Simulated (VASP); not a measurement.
Input of a VASP 6.6.1 run:

File INCAR:

```
PREC = Accurate
ENCUT = 520
EDIFF = 1E-6
ISMEAR = 0
SIGMA = 0.05
LREAL = False
LASPH = True
NELM = 150
ALGO = Normal
ISIF = 2
LWAVE = False
LCHARG = True
ISPIN = 2
MAGMOM = 1.5 1.5
LORBIT = 11
LMAXMIX = 4
GGA = PS
LELF = True
LVHAR = True
NBANDS = 20
```

The input KPOINTS:

```
regular mesh
0
Gamma
  1 1 15
```

Contents of POSCAR:

```
Ir
1.0
   10.1000000000      0.0000000000      0.0000000000
    0.0000000000      9.3000000000      0.0000000000
    0.0000000000      0.0000000000      4.3876112618
Ir
2
Direct
    0.4456978804      0.5000000000      0.0000000000
    0.5543021196      0.5000000000      0.5000000000
```

Potentials or basis: VASP PAW PBE potentials, release 64 (Ir).

Launch:

```bash
$ cat potpaw_PBE.64/Ir/POTCAR > POTCAR
$ mpirun -np 1 vasp_std > vasp.out
```

Problem. Estimate the largest force.

Solution. 2.638 eV/Å.

Problem. Estimate the net moment.

Solution. 1.17 μB per cell.

Problem. What does it give for the site moments?

Solution. Ir +0.53 μB.

Forces on the atoms (eV/Å):
```
Ir   2.638  0.000  0.000
Ir  -2.638  0.000  0.000
```

Caveat: the PAW data sets were made with another functional, which shifts forces and pressure a little.
